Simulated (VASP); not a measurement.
Ir: single point with PBE

Ir:

```
Ir
1.0
     1.37569   -2.38276    4.46229
     1.37569   -2.38276   -4.46229
     2.75138    4.76553    0.00000
Ir
8
Direct
  0.89474 0.23154 0.28049
  0.52234 0.80054 0.28934
  0.18728 0.38654 0.91559
  0.46885 0.72718 0.85944
  0.56227 0.27353 0.19411
  0.97302 0.72648 0.18725
  0.48275 0.25579 0.66224
  0.90875 0.59839 0.61152
```

This cell differs from its parent crystal: atoms moved at random.

```json
{"Program": "VASP 6.6.1", "Task": "single point", "Functional": "PBE", "Potentials or basis": "VASP PAW PBE potentials, release 64 (Ir_sv_GW)", "Cutoff": "500 eV", "k mesh": "6 × 6 × 6", "Occupations": "gaussian, width 0.15 eV", "Spin": "no spin polarisation"}
```

* Pressure: 131.9 GPa
* Largest force: 50.107 eV/Å
* Band gap on the k mesh: zero (bands 68 and 69 overlap by 0.58 eV)

Forces on the atoms (eV/Å):
```
Ir   16.451 -16.108  44.504
Ir   15.692  13.604  -0.273
Ir  -26.221  27.463   4.335
Ir    4.412 -32.874  -4.011
Ir  -28.062   7.696 -39.118
Ir    1.739  -4.000  -1.300
Ir   -4.118   3.703   2.606
Ir   20.107   0.516  -6.743
```

Stress tensor (GPa, compression positive):
```
143.96 -29.74  10.82
-29.74 123.17  -9.06
 10.82  -9.06 128.66
```

Levels at points of the mesh, in eV from the Fermi level:
```csv
k point,band 66,band 67,band 68,band 69,band 70,band 71
"(0.00, 0.00, 0.00)",-0.09,0.03,0.30,0.38,0.72,1.01
"(0.50, 0.00, 0.00)",-0.70,-0.23,-0.09,0.01,0.11,0.67
"(0.00, 0.50, 0.50)",-0.81,-0.39,-0.15,0.07,0.30,0.47
"(0.00, 0.50, 0.00)",-0.67,-0.41,-0.09,-0.01,0.28,0.50
"(0.50, 0.00, 0.50)",-0.73,-0.56,-0.37,-0.28,0.34,0.53
"(0.50, 0.50, 0.00)",-0.27,-0.11,0.15,0.24,0.50,0.56
"(0.00, 0.00, 0.50)",-0.75,-0.45,-0.27,0.24,0.36,0.63
"(0.50, 0.50, 0.50)",-1.11,-0.36,-0.25,-0.14,0.08,0.44
```

Run time: 27 min on 1 thread of Intel(R) Xeon(R) Platinum 8259CL CPU @ 2.50GHz (Skylake/Cascade Lake), on a shared host, peak memory 0.72 GiB.

Caveat: the cell differs from its parent crystal (atoms moved at random); atoms lie so close that the PAW spheres overlap strongly, which falsifies energies and pressures; the cell stands under pressure; spin-orbit coupling is left out, which moves the levels of the heavy elements; forces of over 1 eV/Å act on the atoms, so gaps and moduli don't describe the material at rest.
